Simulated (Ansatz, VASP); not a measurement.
## Two plane-wave programs on RbSi2

INCAR

```
  PREC = Accurate
  ENCUT = 600
  EDIFF = 1E-6
  ISMEAR = 0
  SIGMA = 0.1
  LREAL = False
  LASPH = True
  NELM = 80
  ALGO = Normal
  ISIF = 3
  LWAVE = False
  LCHARG = False
  GGA = PE
  IBRION = 2
  NSW = 90
  EDIFFG = -0.04
```

The input KPOINTS:

```
regular mesh
0
Gamma
  6 6 4
```

File POSCAR:

```
RbSi2
1.0
    3.9702979343      0.0000000000      0.0000000000
   -1.9851489671      3.4383788717      0.0000000000
    0.0000000000      0.0000000000      6.0775340331
Rb Si
1 2
Direct
    0.0000000000      0.0000000000      0.0000000000
    0.3333333333      0.6666666667      0.4487037794
    0.6666666667      0.3333333333      0.5512962206
```

Input for Ansatz:

```yaml
crystal:
  lattice:
    - [3.9702979343, 0.0, 0.0]
    - [-1.9851489671, 3.4383788717, 0.0]
    - [0.0, 0.0, 6.0775340331]
  atoms:
    - { symbol: Rb, position: [0.0, 0.0, 0.0] }
    - { symbol: Si, position: [0.3333333333, 0.6666666667, 0.4487037794] }
    - { symbol: Si, position: [0.6666666667, 0.3333333333, 0.5512962206] }
basis:
  ecutwfc: 420
kpoints:
  mp_grid: { grid: [6, 6, 4] }
hamiltonian:
  xc: pbe
scf:
  occupations: { method: gaussian, width: 0.1 }
  lower_state_search: "off"
output:
  forces: true
  stress: true
  eigenvalues: true
relax:
  adjacent_minimum: "off"
  f_tol: 0.04
  max_steps: 70
  cell: { stress_tol: 0.4 }
```

Alike in both runs: task relaxation of cell and atoms; functional PBE; k mesh 6 × 6 × 4; occupations gaussian, width 0.1 eV; no spin polarisation.

|  | VASP | Ansatz |
| --- | --- | --- |
| version | VASP 6.6.1 | Ansatz 0.2.0 |
| potentials or method | VASP PAW PBE potentials, release 64 (Rb_sv, Si), cutoff 600 eV | scalar-relativistic, plane waves, PAW |
| valence electrons in the cell | 17 | 17 |

```csv
,VASP,Ansatz,Ansatz less VASP
"gap on the k mesh at the Fermi level, each at its own relaxed structure (eV)",none,none,-
relaxed volume (Å³/atom),27.39,27.57,+0.177
relaxed cell length with the largest relative difference (Å),6.006,6.042,+0.0358
```

A gap of «none» marks a metal or a gap that the smearing closes.
